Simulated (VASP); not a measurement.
Here is a VASP 6.6.1 calculation.

Contents of INCAR:

```
ALGO = Normal ; EDIFF = 1E-7
ENCUT = 520 ; GGA = PE
ISIF = 2 ; ISMEAR = 0
IVDW = 12 ; LASPH = True
LCHARG = False ; LREAL = False
LWAVE = False ; NBANDS = 26
NELM = 60 ; PREC = Accurate
SIGMA = 0.05
```

File KPOINTS:

```
k-points
0
Gamma
  10 10 2
```

File POSCAR:

```
BN
1.0
   -2.5039917043      0.0000000000      0.0000000000
   -1.2519958521     -2.1685204268      0.0000000000
   -0.9389968891     -0.5421301067     13.3224000000
B N
4 4
Direct
    0.1145833333      0.1145833333      0.8750000000
    0.2395833333      0.2395833333      0.3750000000
    0.6354166667      0.6354166667      0.1250000000
    0.5104166667      0.5104166667      0.6250000000
    0.3020833333      0.3020833333      0.1250000000
    0.1770833333      0.1770833333      0.6250000000
    0.4479166667      0.4479166667      0.8750000000
    0.5729166667      0.5729166667      0.3750000000
```

Potentials or basis: VASP PAW PBE potentials, release 64 (B, N).

Run with:

```bash
$ cat potpaw_PBE.64/B/POTCAR potpaw_PBE.64/N/POTCAR > POTCAR
$ mpirun -np 1 vasp_std > vasp.out
```

Question: Predict the largest force.

Answer: 0.047 eV/Å.

Question: What does it give for the band gap on the k mesh?

Answer: 3.95 eV (least direct gap 4.41 eV).

Stress tensor (GPa, compression positive):
```
1.08 0.04 0.16
0.04 1.04 0.09
0.16 0.09 0.22
```

A k mesh can miss the band edges.
